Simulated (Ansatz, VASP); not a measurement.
# CoO in VASP and in Ansatz

```xyz
2
Lattice="1.5055 0.8692 2.4399 -1.5055 0.8692 2.4399 0.0000 -1.7384 2.4399" Properties=species:S:1:pos:R:3 pbc="T T T"
Co    0.0500    0.0000    0.0000
O     0.0000    0.0000    3.6599
```

Alike in both runs: task single point; functional PBE; k mesh 12 × 12 × 12; occupations gaussian, width 0.05 eV; collinear spin; Hubbard terms Co d U = 3.32 eV.

|  | VASP | Ansatz |
| --- | --- | --- |
| version | VASP 6.6.1 | Ansatz 0.2.0 |
| potentials or method | VASP PAW PBE potentials, release 64 (Co, O), cutoff 520 eV | scalar-relativistic, plane waves, PAW |
| valence electrons in the cell | 15 | 23 |

|  | VASP | Ansatz | Ansatz less VASP |
| --- | --- | --- | --- |
| pressure (GPa) | 1.5 | 10.7 | +9.27 |
| traceless stress, the component that is largest in VASP (GPa) | -3.49 | 0.36 | +3.846 |
| rms of the force components (eV/Å) | 0.132 | 0.163 | +0.0311 |
| net moment per atom (μB) | 1.50 | 1.50 | 0.000 |
| size of the moment on the site where the two differ most (μB) | 2.73 | 2.58 | -0.150 |

Site moments also hang on the region over which each program counts them. The programs project onto different local orbitals, so the same U acts differently, and such runs can settle in different states. Atom by atom the forces differ by 0.031 eV/Å (rms over components). VASP's potentials hold 15 valence electrons a cell and Ansatz's 23, so a difference there can come from the potentials and not from the codes. Ansatz's warnings: negative dielectric reading.
